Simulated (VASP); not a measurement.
Wanted: the native input for a VASP 6.6.1 run.

```
Task                    : single point
Functional              : LDA
Potentials or basis     : VASP PAW LDA potentials, release 64 (Ca_sv)
Cutoff                  : 520 eV
k mesh                  : 12 × 12 × 6
Occupations             : fermi-dirac, width 0.05 eV
Spin                    : no spin polarisation
Dipole correction       : no
k mesh for the DOS      : 18 × 18 × 9
Occupations for the DOS : tetrahedron
Further INCAR settings  : ALGO = Normal; EDIFF = 1e-06; NBANDS = 17
```

Crystal: Ca.

```xyz
2
Lattice="3.1292 0.0000 0.0000 -1.5646 2.7100 0.0000 0.0000 0.0000 5.2335" Properties=species:S:1:pos:R:3 pbc="T T T"
Ca    0.0000    1.8067    1.3084
Ca    1.5646    0.9033    3.9251
```

This isn't the form of Ca at room conditions, which is fcc.

These files were run (other wordings do the same):

POSCAR

```
Ca
1.0
    3.1292346967      0.0000000000      0.0000000000
   -1.5646173483      2.7099967417      0.0000000000
    0.0000000000      0.0000000000      5.2334728182
Ca
2
Direct
    0.3333333333      0.6666666667      0.2500000000
    0.6666666667      0.3333333333      0.7500000000
```

INCAR.step1

```
SYSTEM = Ca
ALGO = Normal
EDIFF = 1E-6
ENCUT = 520
ISIF = 2
ISMEAR = -1
LASPH = .True.
LCHARG = .True.
LREAL = .False.
LWAVE = .False.
NBANDS = 17
NELM = 80
PREC = Accurate
SIGMA = 0.05
```

KPOINTS.step1

```
k-points
0
Gamma
  12 12 6
  0 0 0
```

INCAR.step2

```
SYSTEM = Ca
ALGO = Normal
EDIFF = 1E-6
ENCUT = 520
ICHARG = 11
ISIF = 2
ISMEAR = -5
LASPH = .True.
LCHARG = .False.
LORBIT = 11
LREAL = .False.
LWAVE = .False.
NBANDS = 17
NEDOS = 1001
NELM = 80
PREC = Accurate
SIGMA = 0.05
```

KPOINTS.step2

```
k-points
0
Gamma
  18 18 9
  0 0 0
```

Potentials or basis: VASP PAW LDA potentials, release 64 (Ca_sv).

Launch:

```bash
$ cat potpaw_LDA.64/Ca_sv/POTCAR > POTCAR
$ cp INCAR.step1 INCAR
$ cp KPOINTS.step1 KPOINTS
$ mpirun -np 1 vasp_std > vasp.out
$ cp INCAR.step2 INCAR
$ cp KPOINTS.step2 KPOINTS
$ mpirun -np 1 vasp_std > vasp.out
```

Results of the run:

The valence electrons inside the program's atomic spheres are Ca 8.40.

It took 100 s on 1 thread of Intel Xeon 8259CL (shared host), peak memory 0.23 GiB.
